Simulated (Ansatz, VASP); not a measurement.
One calculation of Ga, two programs

```
Ga
1.0
     0.00000    2.98586    2.98586
     2.98586    0.00000    2.98586
     2.98586    2.98586    0.00000
Ga
2
Cartesian
  0.7465 0.7465 0.7465
  5.2253 5.2253 5.2253
```

Alike in both runs: functional RPBE; k mesh 9 × 9 × 9; occupations fermi-dirac, width 0.1 eV; no spin polarisation.

Ansatz relaxed the structure, and its values are those at the end. VASP's run is a single point on that final structure, the one shown.

|  | VASP | Ansatz |
| --- | --- | --- |
| version | VASP 6.6.1 | Ansatz 0.2.0 |
| potentials or method | VASP PAW PBE potentials, release 64 (Ga_d), cutoff 520 eV | plane waves (420 eV) with PAW, scalar-relativistic |
| valence electrons in the cell | 26 | 26 |

```csv
,VASP,Ansatz,Ansatz less VASP
pressure (GPa),0.1,0.0,-0.10
```

VASP's potentials were made for PBE, not for RPBE. The functional is the same, so the differences come from potentials, cutoffs and numerics.
